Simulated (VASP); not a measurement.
# Pr4Hg: single point with PBE

The system is Pr4Hg.

```
Pr Hg
1.0
     0.00000    6.26647    6.26647
     6.26647    0.00000    6.26647
     6.26647    6.26647    0.00000
Pr Hg
8 2
Direct
  0.62500 0.62500 0.62500
  0.62500 0.62500 0.12500
  0.62500 0.12500 0.62500
  0.12500 0.62500 0.62500
  0.12500 0.12500 0.12500
  0.12500 0.12500 0.62500
  0.12500 0.62500 0.12500
  0.62500 0.12500 0.12500
  0.00000 0.00000 0.00000
  0.25000 0.25000 0.25000
```

The cell was built from a structure type or drawn by symmetry, and may not be a known phase.

```json
{
  "Program": "VASP 6.6.1",
  "Task": "single point",
  "Functional": "PBE",
  "Potentials or basis": "VASP PAW PBE potentials, release 64 (Pr_3, Hg), 4f in core",
  "Cutoff": "500 eV",
  "k mesh": "3 × 3 × 3",
  "Occupations": "gaussian, width 0.2 eV",
  "Spin": "no spin polarisation"
}
```

```
Pressure               : 0.5 GPa
Band gap on the k mesh : zero (bands 56 and 57 overlap by 0.28 eV)
```

Levels at points of the mesh, in eV from the Fermi level:
```csv
k point,band 53,band 54,band 55,band 56,band 57,band 58,band 59,band 60
"(0.00, 0.00, 0.00)",-0.38,-0.38,0.23,0.23,0.23,0.34,0.34,0.34
```

It took 3.5 min on 1 thread of Intel(R) Xeon(R) 6975P-C (Granite Rapids), on a shared host, peak memory 0.71 GiB.

Caveat: spin-orbit coupling is left out, which moves the levels of the heavy elements; the 4f electrons are frozen in the core, so they carry no moment and show no levels. Spin polarisation is off, so any magnetic state and its effect on volume and gap are missing.
